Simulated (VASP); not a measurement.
# Ga2O3 (P2_1/m) in VASP: notebook

Ga2O3 is run at these levels: PBE; tasks: single point.

Program: VASP 6.6.1. These are calculated values, not measurements. Logs are shortened: lines on timing, memory, paths and dates and some standing lists are left out, and cuts for length are marked.

## 1. The cell of the first run

It takes space group P2_1/m (No. 11, monoclinic). The conventional cell has a = 5.878 Å, b = 3.084 Å, c = 12.156 Å, α = 90.00°, β = 95.50°, γ = 90.00°. Within 2.5 Å of Ga (site symmetry m) lie 4 O at 1.86 to 1.90 Å. Within 2.5 Å of Ga (site symmetry m) lie 4 O at 1.86 to 1.90 Å. Within 2.6 Å of Ga (site symmetry m) lie 6 O at 1.97 to 2.11 Å. Within 2.8 Å of Ga (site symmetry m) lie 7 O at 1.97 to 2.55 Å and 2 Ga at 2.70 Å. Within 2.7 Å of O (site symmetry m) lie 4 Ga at 1.86 to 2.42 Å and 3 O at 2.52 to 2.65 Å. O (site symmetry m) has 3 Ga at 1.86 to 1.97 Å within 2.5 Å. Within 2.7 Å of O (site symmetry m) lie 4 Ga at 1.90 to 2.55 Å and 3 O at 2.52 to 2.65 Å. O (site symmetry m) has 4 Ga at 1.90 to 2.11 Å within 2.5 Å.

## 2. Single point, PBE

Input file INCAR:

```
  ALGO = Normal
  EDIFF = 1E-6
  ENCUT = 520
  GGA = PE
  ISIF = 2
  ISMEAR = 0
  LASPH = True
  LCHARG = False
  LREAL = Auto
  LWAVE = False
  NBANDS = 104
  NELM = 100
  PREC = Accurate
  SIGMA = 0.05
```

Input file KPOINTS:

```
k-points
0
Gamma
  5 9 3
```

Input file POSCAR:

```
Ga2O3
1.0
    1.4027234631      0.0000000000     -5.7076941965
    0.0000000000      3.0835130475      0.0000000000
   11.4729546772      0.0000000000      4.0183708138
Ga O
8 12
Direct
    0.0432160831      0.0000000000      0.8399134337
    0.6932160831      0.5000000000      0.3399134337
    0.5067839169      0.0000000000      0.6600865663
    0.1567839169      0.5000000000      0.1600865663
    0.2217526167      0.0000000000      0.4085007299
    0.5717526167      0.5000000000      0.9085007299
    0.6282473833      0.0000000000      0.0914992701
   -0.0217526167      0.5000000000      0.5914992701
   -0.2197641970      0.0000000000      0.9134883783
    0.4302358030      0.5000000000      0.4134883783
    0.7697641970      0.0000000000      0.5865116217
    0.4197641970      0.5000000000      0.0865116217
    0.3322314854      0.0000000000      0.9237013128
   -0.0177685146      0.5000000000      0.4237013128
    0.2177685146      0.0000000000      0.5762986872
    0.8677685146      0.5000000000      0.0762986872
    0.1655323377      0.0000000000      0.2460195696
    0.5155323377      0.5000000000      0.7460195696
    0.6844676623      0.0000000000      0.2539804304
    0.0344676623      0.5000000000      0.7539804304
```

Potentials or basis: VASP PAW PBE potentials, release 64 (Ga_d, O).

The run is started by

```console
> cat potpaw_PBE.64/Ga_d/POTCAR potpaw_PBE.64/O/POTCAR > POTCAR
> mpirun -np 1 vasp_std > vasp.out
```

OUTCAR:

```text
EDIFF = 1E-6
   ENCUT = 520
   GGA = PE
   ISIF = 2
   ISMEAR = 0
   LASPH = True
   LREAL = Auto
   NELM = 100
   PREC = Accurate

 ion  position               nearest neighbor table
   1  0.043  0.000  0.840-   9 1.86  20 1.86  20 1.86  13 1.90
   2  0.693  0.500  0.340-  10 1.86  19 1.86  19 1.86  14 1.90
   3  0.507  0.000  0.660-  11 1.86  18 1.86  18 1.86  15 1.90
   4  0.157  0.500  0.160-  12 1.86  17 1.86  17 1.86  16 1.90
   5  0.222  0.000  0.409-  10 1.97  10 1.97  17 1.97  15 2.04  14 2.11  14 2.11
   6  0.572  0.500  0.909-   9 1.97   9 1.97  18 1.97  13 2.11  13 2.11  12 2.42   7 2.70   7 2.70

   7  0.628  0.000  0.091-  12 1.97  12 1.97  19 1.97  16 2.11  16 2.11   9 2.42   6 2.70   6 2.70

   8  0.978  0.500  0.591-  11 1.97  11 1.97  20 1.97  14 2.04  15 2.11  15 2.11
   9  0.780  0.000  0.913-   1 1.86   6 1.97   6 1.97   7 2.42
  10  0.430  0.500  0.413-   2 1.86   5 1.97   5 1.97
  11  0.770  0.000  0.587-   3 1.86   8 1.97   8 1.97
  12  0.420  0.500  0.087-   4 1.86   7 1.97   7 1.97   6 2.42
  13  0.332  0.000  0.924-   1 1.90   6 2.11   6 2.11
  14  0.982  0.500  0.424-   2 1.90   8 2.04   5 2.11   5 2.11
  15  0.218  0.000  0.576-   3 1.90   5 2.04   8 2.11   8 2.11
  16  0.868  0.500  0.076-   4 1.90   7 2.11   7 2.11
  17  0.166  0.000  0.246-   4 1.86   4 1.86   5 1.97
  18  0.516  0.500  0.746-   3 1.86   3 1.86   6 1.97
  19  0.684  0.000  0.254-   2 1.86   2 1.86   7 1.97
  20  0.034  0.500  0.754-   1 1.86   1 1.86   8 1.97

  LATTYP: Found a simple monoclinic cell.
 ALAT       =     5.8775340199
 B/A-ratio  =     0.5246270012
 C/A-ratio  =     2.0682679000
 COS(beta)  =    -0.0957638910

  Lattice vectors:

 A1 = (   1.4027234631,   0.0000000000,  -5.7076941965)
 A2 = (   0.0000000000,   3.0835130475,   0.0000000000)
 A3 = (  11.4729546772,   0.0000000000,   4.0183708138)

Analysis of symmetry for initial positions (statically):
=====================================================================
 Subroutine PRICEL returns:
 Original cell was already a primitive cell.

 Routine SETGRP: Setting up the symmetry group for a
 simple monoclinic supercell.

 Subroutine GETGRP returns: Found  4 space group operations
 (whereof  2 operations were pure point group operations)
 out of a pool of  4 trial point group operations.

The static configuration has the point symmetry C_1h.
 The point group associated with its full space group is C_2h.

Analysis of symmetry for dynamics (positions and initial velocities):
[... 155 lines left out ...]
   ISYM   =      2    0-nonsym 1-usesym 2-fastsym
   POTIM  = 0.5000    time-step for ionic-motion
   TEBEG  =    0.0;   TEEND  =   0.0 temperature during run
   PSTRESS=    0.0 pullay stress
   NELECT =     176.0000    total number of electrons
   NUPDOWN=      -1.0000    fix difference up-down
   EMIN   =  10.00;   EMAX   =-10.00  energy-range for DOS
   EFERMI =   0.00;   METHOD = LEGACY
   ISMEAR =     0;   SIGMA  =   0.05  broadening in eV -4-tet -1-fermi 0-gaus
   EFERMI_NEDOS =   21; number of points for ismear=-14 and -15
   IALGO  =     38    algorithm
   IMIX   =      4    mixing-type and parameters
     AMIX     =   0.40;   BMIX     =  1.00
     AMIX_MAG =   1.60;   BMIX_MAG =  1.00
  volume/ion in A,a.u.               =      10.97        74.00
  Fermi-wavevector in a.u.,A,eV,Ry     =   1.521359  2.874951 31.491123  2.314532
  Thomas-Fermi vector in A             =   2.630085
   LORBIT       =      0    0 simple, 1 ext, 2 COOP (PROOUT), +10 PAW based schemes
   GGA     = PE    functional components
   LHFCALC =     F    Hartree Fock is set to
   AEXX    =    0.0000 exact exchange contribution
   IVDW    =     0    specifies the selected vdW correction
   LEPSILON=     F    determine dielectric tensor
   LRPA    =     F    only Hartree local field effects (RPA)
 non-spin polarized calculation
 Gauss-broadening in eV      SIGMA  =   0.05
  energy-cutoff  :      520.00
  volume of cell :      219.30
 maximum number of plane-waves:      5931
 NGX is ok and might be reduce to    48
   NGX = 21   NGY = 11   NGZ = 45

 number of electron     176.0000055 magnetization

 Free energy of the ion-electron system (eV)
  ---------------------------------------------------
  ext. energy  EPLUGINS =         0.00000000
  ---------------------------------------------------
  free energy    TOTEN  =      -116.51576978 eV

  energy without entropy =     -116.51576978  energy(sigma->0) =     -116.51576978

 E-fermi :   4.0813     XC(G=0): -11.3755

 val. band max:        3.7956593615   @ k =   0.4000   0.1111   0.0000
 cond. band min:       4.8865856148   @ k =   0.0000   0.0000   0.0000
 fundamental gap:      1.0909262533
 Fermi energy:         4.0813049115

 k-point     1 :       0.0000    0.0000    0.0000
  band No.  band energies     occupation
      1     -15.2363      2.00000
      2     -14.9066      2.00000
      3     -14.7832      2.00000
      4     -14.3234      2.00000
      5     -14.1469      2.00000
      6     -14.1063      2.00000
[... 2461 lines left out ...]
     99      11.4682      0.00000
    100      11.6481      0.00000

 [... further k-points ...]

 [bands above 100 left out]

------------------------ aborting loop because EDIFF is reached ----------------------------------------

  FORCE on cell =-STRESS in cart. coord.  units (eV):
  Direction    XX          YY          ZZ          XY          YZ          ZX
  --------------------------------------------------------------------------------------
  -------------------------------------------------------------------------------------
  Total        8.6367646      4.2479367     -6.3132959      0.0000000      0.0000000      2.9321561
  in kB       63.0985480     31.0346116    -46.1237305      0.0000000      0.0000000     21.4217707
  external PRESSURE =      16.0031430 kB  Pullay stress =       0.0000000 kB

 VOLUME and BASIS-vectors are now :
 -----------------------------------------------------------------------------
  energy-cutoff  :      520.00
  volume of cell :      219.30
      direct lattice vectors                 reciprocal lattice vectors
     1.402723463  0.000000000 -5.707694197     0.056500657  0.000000000 -0.161316491
     0.000000000  3.083513047  0.000000000     0.000000000  0.324305422  0.000000000
    11.472954677  0.000000000  4.018370814     0.080253538  0.000000000  0.019723117

 POSITION                                       TOTAL-FORCE (eV/Angst)
 -----------------------------------------------------------------------------------
      9.69691      0.00000      3.12842         0.340033      0.000000     -1.088145
      4.87220      1.54176     -2.59077        -0.055742      0.000000     -0.056699
      8.28402      0.00000     -0.24010         0.055742      0.000000      0.056699
      2.05659      1.54176     -0.25159        -0.340033      0.000000      1.088145
      4.99777      0.00000      0.37581         0.061531      0.000000     -0.001622
     11.22520      1.54176      0.38730        -2.766639      0.000000      0.998082
[... 12 lines left out ...]
      3.87402      0.00000     -2.88614         0.092680      0.000000      0.182104
      8.69873      1.54176      2.83304         0.041522      0.000000      0.255087
 -----------------------------------------------------------------------------------
    total drift:                                0.000012     -0.000000     -0.000044

  FREE ENERGIE OF THE ION-ELECTRON SYSTEM (eV)
  ---------------------------------------------------
  free  energy   TOTEN  =      -116.5157697774 eV

  energy  without entropy=     -116.5157697774  energy(sigma->0) =     -116.51576978
```

It took 57 min on 1 thread of AMD EPYC 7R13, shared host; peak memory 0.63 GiB.

What came out:

| Quantity | Value |
| --- | --- |
| Free energy | -116.5158 eV |
| Pressure | 1.6 GPa |
| Largest force | 2.941 eV/Å |
| Band gap on the k mesh | 1.09 eV (least direct gap 1.23 eV) |

Forces on the atoms (eV/Å):
```
Ga   0.340  0.000 -1.088
Ga  -0.056  0.000 -0.057
Ga   0.056  0.000  0.057
Ga  -0.340  0.000  1.088
Ga   0.062  0.000 -0.002
Ga  -2.767  0.000  0.998
Ga   2.767  0.000 -0.998
Ga  -0.062  0.000  0.002
O   -0.726  0.000  1.055
O    0.021  0.000  0.029
O   -0.021  0.000 -0.029
O    0.726  0.000 -1.055
O   -0.749  0.000 -1.138
O   -0.010  0.000 -0.029
O    0.010  0.000  0.029
O    0.749  0.000  1.138
O   -0.042  0.000 -0.255
O   -0.093  0.000 -0.182
O    0.093  0.000  0.182
O    0.042  0.000  0.255
```

Stress tensor (GPa, compression positive):
```
 6.31  0.00  2.14
 0.00  3.10  0.00
 2.14  0.00 -4.61
```

Caveat: an odd mesh through Γ misses points on the zone boundary, where band edges can lie; forces of over 1 eV/Å act on the atoms, so gaps and moduli don't describe the material at rest.

## 3. Single point, PBE

Input file INCAR:

```
SYSTEM = Ga2O3
PREC = Accurate
ENCUT = 520
EDIFF = 1E-6
ISMEAR = 0
SIGMA = 0.05
LREAL = Auto
LASPH = .True.
NELM = 100
ALGO = Normal
ISIF = 2
LWAVE = .False.
LCHARG = .True.
GGA = PE
LELF = .True.
LVHAR = .True.
NBANDS = 104
```

Input file KPOINTS:

```
regular mesh
0
Gamma
  5 9 3
  0 0 0
```

Input file POSCAR:

```
Ga2O3
1.0
    1.4027234631      0.0000000000     -5.7076941965
    0.0000000000      3.0835130475      0.0000000000
   11.1924099846      0.0000000000      5.1599096530
Ga O
8 12
Direct
    0.2111987698      0.0000000000      0.8399134337
    0.7611987698      0.5000000000      0.3399134337
    0.6388012302      0.0000000000      0.6600865663
    0.1888012302      0.5000000000      0.1600865663
    0.3034527627      0.0000000000      0.4085007299
    0.7534527627      0.5000000000      0.9085007299
    0.6465472373      0.0000000000      0.0914992701
    0.0965472373      0.5000000000      0.5914992701
   -0.0370665213      0.0000000000      0.9134883783
    0.5129334787      0.5000000000      0.4134883783
    0.8870665213      0.0000000000      0.5865116217
    0.4370665213      0.5000000000      0.0865116217
    0.5169717479      0.0000000000      0.9237013128
    0.0669717479      0.5000000000      0.4237013128
    0.3330282521      0.0000000000      0.5762986872
    0.8830282521      0.5000000000      0.0762986872
    0.2147362516      0.0000000000      0.2460195696
    0.6647362516      0.5000000000      0.7460195696
    0.7352637484      0.0000000000      0.2539804304
    0.1852637484      0.5000000000      0.7539804304
```

Potentials or basis: VASP PAW PBE potentials, release 64 (Ga_d, O).

The run is started by

```console
> cat potpaw_PBE.64/Ga_d/POTCAR potpaw_PBE.64/O/POTCAR > POTCAR
> mpirun -np 1 vasp_std > vasp.out
```

It took 18 min on 1 thread of Intel Xeon 6975P-C (Granite Rapids), shared host; peak memory 0.66 GiB.

Results (log left out):

```yaml
Free_energy: -118.5372 eV
Pressure: 1.2 GPa
Largest_force: 1.527 eV/Å
Band_gap_on_the_k_mesh: 1.80 eV (least direct gap 1.92 eV)
```

Forces on the atoms (eV/Å):
```
Ga   0.050  0.000  0.206
Ga  -0.041  0.000 -0.004
Ga   0.041  0.000  0.004
Ga  -0.050  0.000 -0.206
Ga   0.022  0.000  0.010
Ga  -0.770  0.000 -0.891
Ga   0.770  0.000  0.891
Ga  -0.022  0.000 -0.010
O   -0.466  0.000 -0.541
O    0.014  0.000  0.004
O   -0.014  0.000 -0.004
O    0.466  0.000  0.541
O    0.382  0.000 -1.478
O   -0.001  0.000 -0.013
O    0.001  0.000  0.013
O   -0.382  0.000  1.478
O   -0.090  0.000  0.069
O   -0.070  0.000 -0.014
O    0.070  0.000  0.014
O    0.090  0.000 -0.069
```

Stress tensor (GPa, compression positive):
```
0.82 0.00 4.14
0.00 1.57 0.00
4.14 0.00 1.09
```

Levels at points of the mesh, in eV from the valence-band top:
| k point | band 84 | band 85 | band 86 | band 87 | band 88 | band 89 | band 90 | band 91 | band 92 | band 93 |
| --- | --- | --- | --- | --- | --- | --- | --- | --- | --- | --- |
| (0.00, 0.00, 0.00) | -0.51 | -0.31 | -0.30 | -0.19 | -0.13 | 1.80 | 4.07 | 4.10 | 5.32 | 5.48 |

Caveat: an odd mesh through Γ misses points on the zone boundary, where band edges can lie; forces of over 1 eV/Å act on the atoms, so gaps and moduli don't describe the material at rest.

## 4. Single point, PBE

Input file INCAR:

```
SYSTEM = Ga2O3
ALGO = Normal
EDIFF = 1E-7
ENCUT = 520
GGA = PE
ISIF = 2
ISMEAR = 0
LASPH = .True.
LCHARG = .False.
LREAL = Auto
LWAVE = .False.
NBANDS = 104
NELM = 80
PREC = Accurate
SIGMA = 0.05
```

Input file KPOINTS:

```
k-points
0
Gamma
  5 9 3
  0 0 0
```

Input file POSCAR:

```
Ga2O3
1.0
    1.4027234631      0.0000000000     -5.7076941965
    0.0000000000      3.0835130475      0.0000000000
   11.3326823309      0.0000000000      4.5891402334
Ga O
8 12
Direct
    0.1272074265      0.0000000000      0.8399134337
    0.7272074265      0.5000000000      0.3399134337
    0.5727925735      0.0000000000      0.6600865663
    0.1727925735      0.5000000000      0.1600865663
    0.2626026897      0.0000000000      0.4085007299
    0.6626026897      0.5000000000      0.9085007299
    0.6373973103      0.0000000000      0.0914992701
    0.0373973103      0.5000000000      0.5914992701
   -0.1284153592      0.0000000000      0.9134883783
    0.4715846408      0.5000000000      0.4134883783
    0.8284153592      0.0000000000      0.5865116217
    0.4284153592      0.5000000000      0.0865116217
    0.4246016166      0.0000000000      0.9237013128
    0.0246016166      0.5000000000      0.4237013128
    0.2753983834      0.0000000000      0.5762986872
    0.8753983834      0.5000000000      0.0762986872
    0.1901342947      0.0000000000      0.2460195696
    0.5901342947      0.5000000000      0.7460195696
    0.7098657053      0.0000000000      0.2539804304
    0.1098657053      0.5000000000      0.7539804304
```

The run is started by

```console
> cat potpaw_PBE.64/Ga_d/POTCAR potpaw_PBE.64/O/POTCAR > POTCAR
> mpirun -np 1 vasp_std > vasp.out
```

Run time: 16 min. Hardware: 1 thread of Intel Xeon 6975P-C (Granite Rapids), shared host; peak memory 0.66 GiB.

It converged, with:

| Property | Result |
| --- | --- |
| Free energy | -116.9485 eV |
| Pressure | 1.7 GPa |
| Largest force | 2.024 eV/Å |
| Band gap on the k mesh | 1.27 eV (least direct gap 1.38 eV) |

Forces in eV/Å, atoms in the order of the input:
```
Ga   0.009  0.000 -0.193
Ga  -0.079  0.000 -0.033
Ga   0.079  0.000  0.033
Ga  -0.009  0.000  0.193
Ga   0.058  0.000  0.014
Ga  -1.918  0.000 -0.646
Ga   1.918  0.000  0.646
Ga  -0.058  0.000 -0.014
O   -1.022  0.000 -0.185
O    0.011  0.000  0.030
O   -0.011  0.000 -0.030
O    1.022  0.000  0.185
O   -0.049  0.000 -1.957
O   -0.003  0.000 -0.026
O    0.003  0.000  0.026
O    0.049  0.000  1.957
O   -0.125  0.000 -0.028
O   -0.125  0.000 -0.090
O    0.125  0.000  0.090
O    0.125  0.000  0.028
```

Stress tensor (GPa, compression positive):
```
 4.13  0.00  5.62
 0.00  3.05  0.00
 5.62  0.00 -2.17
```

Levels at points of the mesh, in eV from the valence-band top:
```csv
k point,band 86,band 87,band 88,band 89,band 90,band 91
"(0.00, 0.00, 0.00)",-0.36,-0.30,-0.11,1.27,3.49,3.86
```

Caveat: an odd mesh through Γ misses points on the zone boundary, where band edges can lie; forces of over 1 eV/Å act on the atoms, so gaps and moduli don't describe the material at rest.

## 5. The runs side by side

```tsv
cell	gap on the mesh (eV)	pressure (GPa)	largest force (eV/Å)
a = 5.878, b = 3.084, c = 12.156 Å, angles 90.0, 95.5, 90.0°, 20 atoms	1.09	1.6	2.94
a = 5.878, b = 3.084, c = 12.325 Å, angles 90.0, 100.9, 90.0°, 20 atoms	1.80	1.2	1.53
a = 5.878, b = 3.084, c = 12.227 Å, angles 90.0, 98.2, 90.0°, 20 atoms	1.27	1.7	2.02
```

Alike in all rows: task single point; level PBE; potentials or basis VASP PAW PBE potentials, release 64 (Ga_d, O); no spin polarisation; k mesh 5 × 9 × 3; cutoff (eV) 520; smearing gaussian 0.05 eV.

Caveats: an odd mesh through Γ misses points on the zone boundary, where band edges can lie; forces of over 1 eV/Å act on the atoms, so gaps and moduli don't describe the material at rest.

Total energies depend on the potentials used, so only differences within one code and one set of settings carry meaning.
